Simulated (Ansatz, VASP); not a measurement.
## Two plane-wave programs on Ti

```xyz
1
Lattice="-1.5918 1.5918 1.6410 1.5918 -1.5918 1.6410 1.5918 1.5918 -1.6410" Properties=species:S:1:pos:R:3 pbc="T T T"
Ti    0.0000    0.0000    0.0000
```

Change from the starting cell: strain -0.030 along x and y, +0.000 along z, atoms carried along.

Alike in both runs: task single point; functional LDA; k mesh 20 × 20 × 20; occupations gaussian, width 0.15 eV; no spin polarisation.

|  | VASP | Ansatz |
| --- | --- | --- |
| version | VASP 6.6.1 | Ansatz 0.2.0 |
| potentials or method | VASP PAW LDA potentials, release 64 (Ti_sv), cutoff 520 eV | scalar-relativistic, plane waves, PAW |
| valence electrons in the cell | 12 | 12 |

```csv
,VASP,Ansatz,Ansatz less VASP
gap on the k mesh at the Fermi level (eV),none,none,-
pressure (GPa),-5.3,-5.2,+0.08
"traceless stress, the component that is largest in VASP (GPa)",0.32,0.33,+0.007
```

LDA's correlation is that of Perdew and Zunger in VASP and of Perdew and Wang (1992) in Ansatz. A gap of «none» marks a metal or a gap that the smearing closes.
